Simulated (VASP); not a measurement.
# CaS (Oldhamite) (Fm-3m) in VASP: notebook

Runs on CaS (Oldhamite). Level: r2SCAN. Tasks: single point.

Everything below comes from runs of VASP 6.6.1. Logs are shortened: lines on timing, memory, paths and dates and some standing lists are left out, and cuts for length are marked.

## 1. The cell of the first run

Symmetry: Fm-3m, No. 225, cubic system. Conventional cell: a = 5.521 Å, b = 5.521 Å, c = 5.521 Å, α = 90.00°, β = 90.00°, γ = 90.00°. Within 3.6 Å of Ca (site symmetry m-3m) lie 6 S at 2.76 Å. Within 3.6 Å of S (site symmetry m-3m) lie 6 Ca at 2.76 Å.

## 2. Single point, r2SCAN

File POSCAR:

```
CaS
1.0
    2.7605583597      2.7605583597      0.0000000000
   -2.7605583597      2.7605583597      0.0000000000
    0.0000000000      2.7605583597      2.7605583597
Ca S
1 1
Direct
    0.0000000000      0.0000000000      0.0000000000
    0.5000000000      0.5000000000      0.0000000000
```

File INCAR.step1:

```
SYSTEM = CaS
PREC     = Accurate       ! precision mode
ENCUT    = 550            ! plane-wave cutoff, eV
ISMEAR   = 0              ! smearing method
SIGMA    = 0.01           ! smearing width, eV
LREAL    = .False.        ! projectors in reciprocal space
LASPH    = .True.         ! aspherical terms in the spheres
NELM     = 120            ! most SCF steps
NBANDS   = 15             ! bands
GGA      = PE             ! functional
ALGO     = Normal         ! electronic algorithm
EDIFF    = 1E-5           ! SCF threshold, eV
LWAVE    = .True.         ! write WAVECAR
LCHARG   = .False.        ! write CHGCAR
GGA_COMPAT= .False.
```

File INCAR.step2:

```
SYSTEM = CaS
PREC     = Accurate       ! precision mode
ENCUT    = 550            ! plane-wave cutoff, eV
EDIFF    = 1E-6           ! SCF threshold, eV
ISMEAR   = 0              ! smearing method
SIGMA    = 0.01           ! smearing width, eV
LREAL    = .False.        ! projectors in reciprocal space
LASPH    = .True.         ! aspherical terms in the spheres
NELM     = 120            ! most SCF steps
ALGO     = Normal         ! electronic algorithm
ISIF     = 2              ! what is computed and relaxed
LWAVE    = .False.        ! write WAVECAR
LCHARG   = .False.        ! write CHGCAR
METAGGA  = R2SCAN         ! meta-GGA
LMIXTAU  = .True.       
NBANDS   = 15             ! bands
ISTART   = 1            
GGA_COMPAT= .False.
```

File KPOINTS:

```
regular mesh
0
Gamma
  8 8 8
  0 0 0
```

Potentials or basis: VASP PAW PBE potentials, release 64 (Ca_sv, S).

Started as:

```sh
cat potpaw_PBE.64/Ca_sv/POTCAR potpaw_PBE.64/S/POTCAR > POTCAR
cp INCAR.step1 INCAR
mpirun -np 1 vasp_std > vasp.out
cp INCAR.step2 INCAR
mpirun -np 1 vasp_std > vasp.out
```

OUTCAR:

```text
SYSTEM = CaS
   PREC = Accurate
   ENCUT = 550
   EDIFF = 1E-6
   ISMEAR = 0
   LREAL = .False.
   LASPH = .True.
   NELM = 120
   ISIF = 2
   METAGGA = R2SCAN
   ISTART = 1

 ion  position               nearest neighbor table
   1  0.000  0.000  0.000-   2 2.76   2 2.76   2 2.76   2 2.76   2 2.76   2 2.76
   2  0.500  0.500  0.000-   1 2.76   1 2.76   1 2.76   1 2.76   1 2.76   1 2.76

  LATTYP: Found a face centered cubic cell.
 ALAT       =     5.5211167194

  Lattice vectors:

 A1 = (   0.0000000000,   2.7605583597,   2.7605583597)
 A2 = (   2.7605583597,   0.0000000000,   2.7605583597)
 A3 = (   2.7605583597,   2.7605583597,   0.0000000000)

Analysis of symmetry for initial positions (statically):
=====================================================================
 Subroutine PRICEL returns:
 Original cell was already a primitive cell.

 Routine SETGRP: Setting up the symmetry group for a
 face centered cubic supercell.

 Subroutine GETGRP returns: Found 48 space group operations
 (whereof 48 operations were pure point group operations)
 out of a pool of 48 trial point group operations.

The static configuration has the point symmetry O_h .

Analysis of symmetry for dynamics (positions and initial velocities):
=====================================================================
 Subroutine PRICEL returns:
 Original cell was already a primitive cell.

 Routine SETGRP: Setting up the symmetry group for a
 face centered cubic supercell.

 Subroutine GETGRP returns: Found 48 space group operations
 (whereof 48 operations were pure point group operations)
 out of a pool of 48 trial point group operations.

The dynamic configuration has the point symmetry O_h .

 Subroutine INISYM returns: Found 48 space group operations
 (whereof 48 operations are pure point group operations),
 and found     1 'primitive' translations

----------------------------------------------------------------------------------------

                                     Primitive cell

  volume of cell :      42.0747

  direct lattice vectors                    reciprocal lattice vectors
     2.760558360  2.760558360  0.000000000     0.181122778  0.181122778 -0.181122778
    -2.760558360  2.760558360  0.000000000    -0.181122778  0.181122778 -0.181122778
     0.000000000  2.760558360  2.760558360     0.000000000  0.000000000  0.362245557

  length of vectors
     3.904019072  3.904019072  3.904019072     0.313713855  0.313713855  0.362245557

  position of ions in fractional coordinates (direct lattice)
     0.000000000  0.000000000  0.000000000
     0.500000000  0.500000000  0.000000000

  ion indices of the primitive-cell ions
   primitive index   ion index
                 1           1
                 2           2

----------------------------------------------------------------------------------------

 KPOINTS: regular mesh

Automatic generation of k-mesh.
 Grid dimensions read from file:
 generate k-points for:    8    8    8

 Generating k-lattice:

  Cartesian coordinates                     Fractional coordinates (reciprocal lattice)
     0.022640347  0.022640347 -0.022640347     0.125000000  0.000000000  0.000000000
    -0.022640347  0.022640347 -0.022640347     0.000000000  0.125000000  0.000000000
     0.000000000  0.000000000  0.045280695     0.000000000  0.000000000  0.125000000

  Length of vectors
     0.039214232  0.039214232  0.045280695

  Shift w.r.t. Gamma in fractional coordinates (k-lattice)
     0.000000000  0.000000000  0.000000000

 Subroutine IBZKPT returns following result:
 ===========================================

 Found     29 irreducible k-points:

 Following reciprocal coordinates:
            Coordinates               Weight
  0.000000  0.000000  0.000000      1.000000
  0.125000  0.000000  0.000000      8.000000
  0.250000  0.000000  0.000000      8.000000
  0.375000  0.000000  0.000000      8.000000
  0.500000  0.000000  0.000000      4.000000
  0.125000  0.125000  0.000000     12.000000
[... 16 lines left out ...]
  0.375000  0.250000  0.125000     48.000000
  0.500000  0.250000  0.125000     24.000000
 [... further k-points ...]
   k-points           NKPTS =     29   k-points in BZ     NKDIM =     29   number of bands    NBANDS=     15
   number of dos      NEDOS =    301   number of ions     NIONS =      2
   total plane-waves  NPLWV =  27000
   dimension x,y,z NGX =    30 NGY =   30 NGZ =   30
   dimension x,y,z NGXF=    60 NGYF=   60 NGZF=   60
   ions per type =               1   1
   NGX,Y,Z   is equivalent  to a cutoff of  12.77, 12.77, 12.77 a.u.
   NGXF,Y,Z  is equivalent  to a cutoff of  25.55, 25.55, 25.55 a.u.
 SYSTEM =  CaS
   PREC   = accura    normal or accurate (medium, high low for compatibility)
   ISTART =      1    job   : 0-new  1-cont  2-samecut
   ICHARG =      0    charge: 1-file 2-atom 10-const
   ISPIN  =      1    spin polarized calculation?
   LNONCOLLINEAR =      F non collinear calculations
   LSORBIT =      F    spin-orbit coupling
   LASPH  =      T    aspherical Exc in radial PAW
   ENCUT  =  550.0 eV  40.42 Ry    6.36 a.u.   7.47  7.47  7.47*2*pi/ulx,y,z
   NELM   =    120;   NELMIN=  2; NELMDL=  0     # of ELM steps
   EDIFF  = 0.1E-05   stopping-criterion for ELM
   LREAL  =      F    real-space projection
   EDIFFG = 0.1E-04   stopping-criterion for IOM
   NSW    =      0    number of steps for IOM
   IBRION =     -1    ionic relax: 0-MD 1-quasi-New 2-CG
   NFREE  =      0    steps in history (QN), initial steepest desc. (CG)
   ISIF   =      2    stress and relaxation
   ISYM   =      2    0-nonsym 1-usesym 2-fastsym
   POTIM  = 0.5000    time-step for ionic-motion
   TEBEG  =    0.0;   TEEND  =   0.0 temperature during run
   PSTRESS=    0.0 pullay stress
   NELECT =      16.0000    total number of electrons
   NUPDOWN=      -1.0000    fix difference up-down
   EMIN   =  10.00;   EMAX   =-10.00  energy-range for DOS
   EFERMI =   0.00;   METHOD = LEGACY
   ISMEAR =     0;   SIGMA  =   0.01  broadening in eV -4-tet -1-fermi 0-gaus
   EFERMI_NEDOS =   21; number of points for ismear=-14 and -15
   IALGO  =     38    algorithm
   IMIX   =      4    mixing-type and parameters
     AMIX     =   0.40;   BMIX     =  1.00
     AMIX_MAG =   1.60;   BMIX_MAG =  1.00
  volume/ion in A,a.u.               =      21.04       141.97
  Fermi-wavevector in a.u.,A,eV,Ry     =   1.186063  2.241335 19.139946  1.406746
  Thomas-Fermi vector in A             =   2.322244
   LORBIT       =      0    0 simple, 1 ext, 2 COOP (PROOUT), +10 PAW based schemes
   METAGGA = R2SCAN    functional components
   LHFCALC =     F    Hartree Fock is set to
   AEXX    =    0.0000 exact exchange contribution
   IVDW    =     0    specifies the selected vdW correction
   LEPSILON=     F    determine dielectric tensor
   LRPA    =     F    only Hartree local field effects (RPA)
 non-spin polarized calculation
 Gauss-broadening in eV      SIGMA  =   0.01
  energy-cutoff  :      550.00
  volume of cell :       42.07
 maximum number of plane-waves:      1249
 NGX is ok and might be reduce to    30
   NGX = 15   NGY = 15   NGZ = 15

 number of electron      15.9999999 magnetization

 Free energy of the ion-electron system (eV)
  ---------------------------------------------------
  ext. energy  EPLUGINS =         0.00000000
  ---------------------------------------------------
  free energy    TOTEN  =       -19.84888238 eV

  energy without entropy =      -19.84888238  energy(sigma->0) =      -19.84888238

 E-fermi :   3.2951     XC(G=0): -10.2171

 val. band max:        3.1883494081   @ k =   0.0000   0.0000   0.0000
 cond. band min:       5.7443640074   @ k =   0.5000   0.5000   0.0000
 fundamental gap:      2.5560145993
 Fermi energy:         3.2951407810

 k-point     1 :       0.0000    0.0000    0.0000
  band No.  band energies     occupation
      1     -37.2160      2.00000
      2     -17.3291      2.00000
      3     -17.3291      2.00000
      4     -17.3291      2.00000
      5      -8.9397      2.00000
      6       3.1883      2.00000
      7       3.1883      2.00000
      8       3.1883      2.00000
      9       7.8142      0.00000
     10       7.8142      0.00000
     11       7.8142      0.00000
     12       8.5311      0.00000
     13       8.5311      0.00000
     14       8.7701      0.00000
     15      15.0198      0.00000

 k-point     2 :       0.1250    0.0000    0.0000
  band No.  band energies     occupation
      1     -37.2133      2.00000
      2     -17.3693      2.00000
      3     -17.3316      2.00000
      4     -17.3316      2.00000
      5      -8.7995      2.00000
      6       2.4885      2.00000
      7       2.9187      2.00000
      8       2.9187      2.00000
      9       7.8923      0.00000
     10       8.0836      0.00000
     11       8.0836      0.00000
     12       9.0198      0.00000
     13       9.0198      0.00000
     14       9.4994      0.00000
     15      15.2814      0.00000

 k-point     3 :       0.2500    0.0000    0.0000
  band No.  band energies     occupation
      1     -37.2068      2.00000
      2     -17.4637      2.00000
      3     -17.3377      2.00000
      4     -17.3377      2.00000
      5      -8.4434      2.00000
      6       1.1970      2.00000
      7       2.3934      2.00000
      8       2.3934      2.00000
      9       8.0801      0.00000
     10       8.7695      0.00000
     11       8.7695      0.00000
     12      10.2357      0.00000
     13      10.2357      0.00000
     14      10.8549      0.00000
     15      14.8503      0.00000
[... 343 lines left out ...]
 k-point    23 :       0.3750    0.2500    0.1250
  band No.  band energies     occupation
      1     -37.1968      2.00000
      2     -17.5213      2.00000
      3     -17.3970      2.00000
      4     -17.3592      2.00000
      5      -8.0518      2.00000
      6       0.4090      2.00000
      7       1.7045      2.00000
      8       1.9372      2.00000
      9       8.0310      0.00000
     10       9.9538      0.00000
     11      10.2423      0.00000
     12      10.3807      0.00000
     13      11.1748      0.00000
     14      12.8411      0.00000
     15      13.3479      0.00000

 k-point    24 :       0.5000    0.2500    0.1250
  band No.  band energies     occupation
      1     -37.1946      2.00000
      2     -17.5403      2.00000
      3     -17.4011      2.00000
      4     -17.3662      2.00000
      5      -7.9521      2.00000
      6       0.2622      2.00000
      7       1.4908      2.00000
      8       1.8308      2.00000
      9       8.8467      0.00000
     10       9.2122      0.00000
     11      10.5807      0.00000
     12      11.0346      0.00000
     13      11.2825      0.00000
     14      12.2777      0.00000
     15      13.9577      0.00000

 [... further k-points ...]
[... 5 lines left out ...]
  --------------------------------------------------------------------------------------
  -------------------------------------------------------------------------------------
  Total        1.9392748      1.9392748      1.9392748      0.0000000      0.0000000      0.0000000
  in kB       73.8463686     73.8463686     73.8463686      0.0000000      0.0000000      0.0000000
  external PRESSURE =      73.8463686 kB  Pullay stress =       0.0000000 kB

 VOLUME and BASIS-vectors are now :
 -----------------------------------------------------------------------------
  energy-cutoff  :      550.00
  volume of cell :       42.07
      direct lattice vectors                 reciprocal lattice vectors
     2.760558360  2.760558360  0.000000000     0.181122778  0.181122778 -0.181122778
    -2.760558360  2.760558360  0.000000000    -0.181122778  0.181122778 -0.181122778
     0.000000000  2.760558360  2.760558360     0.000000000  0.000000000  0.362245557

 POSITION                                       TOTAL-FORCE (eV/Angst)
 -----------------------------------------------------------------------------------
      0.00000      0.00000      0.00000         0.000000      0.000000      0.000000
      0.00000      2.76056      0.00000        -0.000000     -0.000000      0.000000
 -----------------------------------------------------------------------------------
    total drift:                               -0.000000     -0.000000      0.000000

  FREE ENERGIE OF THE ION-ELECTRON SYSTEM (eV)
  ---------------------------------------------------
  free  energy   TOTEN  =       -19.8488823794 eV

  energy  without entropy=      -19.8488823794  energy(sigma->0) =      -19.84888238
```

It took 83 s on 1 thread of Intel Xeon Platinum 8488C (Sapphire Rapids), shared host; peak memory 0.18 GiB.

What came out:

- Free energy: -19.8489 eV
- Pressure: 7.4 GPa
- Band gap on the k mesh: 2.56 eV, indirect (least direct gap 3.45 eV)

Caveat: the PAW data sets were made with another functional, which shifts forces and pressure a little.

## 3. Single point, r2SCAN

This run uses another cell than the first one, of 21.81 Å³/atom, 1.037 times its volume.

File POSCAR:

```
CaS
1.0
    2.7937957838      2.7937957838      0.0000000000
   -2.7937957838      2.7937957838      0.0000000000
    0.0000000000      2.7937957838      2.7937957838
Ca S
1 1
Direct
    0.0000000000      0.0000000000      0.0000000000
    0.5000000000      0.5000000000      0.0000000000
```

File INCAR.step1:

```
SYSTEM = CaS
ALGO = Normal ; EDIFF = 1E-5
ENCUT = 550 ; GGA = PE
GGA_COMPAT = .False. ; ISMEAR = 0
LASPH = .True. ; LCHARG = .False.
LREAL = .False. ; LWAVE = .True.
NBANDS = 15 ; NELM = 120
PREC = Accurate ; SIGMA = 0.01
```

File INCAR.step2:

```
SYSTEM = CaS
ALGO = Normal ; EDIFF = 1E-6
ENCUT = 550 ; GGA_COMPAT = .False.
ISIF = 2 ; ISMEAR = 0
ISTART = 1 ; LASPH = .True.
LCHARG = .False. ; LMIXTAU = .True.
LREAL = .False. ; LWAVE = .False.
METAGGA = R2SCAN ; NBANDS = 15
NELM = 120 ; PREC = Accurate
SIGMA = 0.01
```

File KPOINTS:

```
k-points
0
Gamma
  8 8 8
  0 0 0
```

Potentials or basis: VASP PAW PBE potentials, release 64 (Ca_sv, S).

Started as:

```sh
cat potpaw_PBE.64/Ca_sv/POTCAR potpaw_PBE.64/S/POTCAR > POTCAR
cp INCAR.step1 INCAR
mpirun -np 1 vasp_std > vasp.out
cp INCAR.step2 INCAR
mpirun -np 1 vasp_std > vasp.out
```

Run time: 80 s. Hardware: 1 thread of Intel Xeon Platinum 8488C (Sapphire Rapids), shared host; peak memory 0.18 GiB.

The run converged. Its results:

| Property | Result |
| --- | --- |
| Free energy | -19.9053 eV |
| Pressure | 4.4 GPa |
| Band gap on the k mesh | 2.66 eV, indirect (least direct gap 3.52 eV) |

Levels at points of the mesh, in eV from the valence-band top:
```tsv
k point	band 6	band 7	band 8	band 9	band 10	band 11
(0.00, 0.00, 0.00)	0.00	0.00	0.00	4.65	4.65	4.65
(0.50, 0.00, 0.00)	-3.31	-1.28	-1.28	5.91	6.89	7.00
(0.50, 0.50, 0.00)	-2.43	-0.87	-0.87	2.66	6.28	7.07
```

Caveat: the PAW data sets were made with another functional, which shifts forces and pressure a little. r2SCAN opens gaps a little over a GGA but as a rule still falls short of measured ones.

(Part 1 of 2 ends here.)
